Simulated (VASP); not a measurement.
# BN: single point with PBEsol

Crystal: BN.

```
B N
1.0
     2.54358    0.00000    0.00000
    -1.27179    2.20280    0.00000
     0.00000    0.00000    6.48867
B N
2 2
Direct
  0.33333 0.66667 0.25000
  0.66667 0.33333 0.75000
  0.33333 0.66667 0.75000
  0.66667 0.33333 0.25000
```

This cell differs from its parent crystal: volume 9.089 Å^3 an atom, c/a of the conventional cell 2.5510.

```
Program                : VASP 6.6.1
Task                   : single point
Functional             : PBEsol
Potentials or basis    : VASP PAW PBE potentials, release 64 (B, N)
Cutoff                 : 520 eV
k mesh                 : 12 × 12 × 4
Occupations            : gaussian, width 0.05 eV
Spin                   : no spin polarisation
Dipole correction      : no
Further INCAR settings : ALGO = Normal; EDIFF = 1e-07; NBANDS = 16
```

```json
{
 "Pressure": "-9.9 GPa",
 "Band gap on the k mesh": "4.03 eV, indirect (least direct gap 4.39 eV)"
}
```

Stress tensor (GPa, compression positive):
```
-15.42   0.00   0.00
  0.00 -15.42   0.00
  0.00   0.00   1.27
```

Levels at points of the mesh, in eV from the valence-band top:
```tsv
k point	band 5	band 6	band 7	band 8	band 9	band 10	band 11	band 12
(0.00, 0.00, 0.00)	-1.40	-1.40	-1.34	-1.34	5.15	10.22	11.07	11.07
(0.50, 0.00, 0.00)	-4.11	-4.02	-1.55	-0.36	4.03	5.57	9.01	9.33
(0.00, 0.00, 0.50)	-1.37	-1.37	-1.37	-1.37	7.62	7.62	11.15	11.15
(0.50, 0.00, 0.50)	-4.06	-4.06	-0.92	-0.92	4.51	4.51	9.36	9.36
```

Wall time 19 s on 1 thread of AMD EPYC 7R13 Processor (Zen 3), with other jobs on the host, peak memory 0.13 GiB.

Caveat: the PAW data sets were made with another functional, which shifts forces and pressure a little; this functional lacks dispersion, which binds the layers, so the pressure and a relaxed spacing across them are unreliable. A k mesh can miss the band edges.
